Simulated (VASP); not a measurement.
Here is a VASP 6.6.1 calculation.

INCAR

```
  PREC = Accurate
  ENCUT = 520
  EDIFF = 1E-6
  ISMEAR = -1
  SIGMA = 0.1
  LREAL = F
  LASPH = T
  NELM = 80
  ALGO = Normal
  ISIF = 2
  LWAVE = F
  LCHARG = T
  GGA = CA
  LELF = T
  LVHAR = T
  NBANDS = 19
```

KPOINTS

```
regular mesh
0
Gamma
  16 16 9
```

POSCAR

```
Zn
1.0
    2.5875262533      0.0000000000      0.0000000000
   -1.2937631266      2.2408634683      0.0000000000
    0.0000000000      0.0000000000      4.7450190838
Zn
2
Direct
    0.3333333333      0.6666666667      0.2500000000
    0.6666666667      0.3333333333      0.7500000000
```

Potentials or basis: VASP PAW LDA potentials, release 64 (Zn).

Run with:

```sh
$ cat potpaw_LDA.64/Zn/POTCAR > POTCAR
$ mpirun -np 1 vasp_std > vasp.out
```

Task: What does it give for the band gap on the k mesh?

Result: Zero (bands 12 and 13 overlap by 4.32 eV).

Task: What does it give for the pressure?

Result: -1.0 GPa.

Stress tensor (GPa, compression positive):
```
-0.91  0.00  0.00
 0.00 -0.91  0.00
 0.00  0.00 -1.20
```
